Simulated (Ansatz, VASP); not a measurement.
# One calculation of HgTe, two programs

INCAR

```
PREC = Accurate ; ENCUT = 520
EDIFF = 1E-6 ; ISMEAR = -1
SIGMA = 0.05 ; LREAL = False
LASPH = True ; NELM = 60
ALGO = Normal ; ISIF = 2
LWAVE = False ; LCHARG = False
GGA = PS ; NBANDS = 16
```

KPOINTS

```
Automatic mesh
0
Gamma
  7 7 7
```

POSCAR

```
HgTe
1.0
    0.0000000000      3.1710554852      3.1710554852
    3.1710554852      0.0000000000      3.1710554852
    3.1710554852      3.1710554852      0.0000000000
Hg Te
1 1
Direct
    0.0000000000      0.0000000000      0.0000000000
    0.7500000000      0.7500000000      0.7500000000
```

File input.yaml:

```yaml
crystal:
  lattice:
    - [0.0, 3.1710554852, 3.1710554852]
    - [3.1710554852, 0.0, 3.1710554852]
    - [3.1710554852, 3.1710554852, 0.0]
  atoms:
    - { symbol: Hg, position: [0.0, 0.0, 0.0] }
    - { symbol: Te, position: [0.75, 0.75, 0.75] }
kpoints:
  mp_grid: { grid: [7, 7, 7] }
scf:
  occupations: { method: fermi_dirac, width: 0.05 }
hamiltonian:
  xc: pbesol
  pseudopotentials: { kind: all_electron, lapw: { basis_error: 0.0005 } }
output:
  forces: true
  stress: true
  eigenvalues: true
```

Change from the starting cell: volume scaled by 0.96.

Alike in both runs: task single point; functional PBEsol; k mesh 7 × 7 × 7; occupations fermi-dirac, width 0.05 eV; no spin polarisation.

```csv
,VASP,Ansatz
version,VASP 6.6.1,Ansatz 0.2.0
potentials or method,"VASP PAW PBE potentials, release 64 (Hg, Te), cutoff 520 eV","all-electron LAPW, scalar-relativistic"
```

Ansatz gave:

* gap on the k mesh at the Fermi level (eV): none
* pressure (GPa): 4.1

**Question.** Estimate VASP's values.

**Answer.** gap on the k mesh at the Fermi level (eV): none; pressure (GPa): 4.2.

VASP's potentials were made for PBE, not for PBEsol. A gap of «none» marks a metal or a gap that the smearing closes. Ansatz ran all-electron here, and VASP with PAW potentials.

Spin-orbit coupling is off throughout.
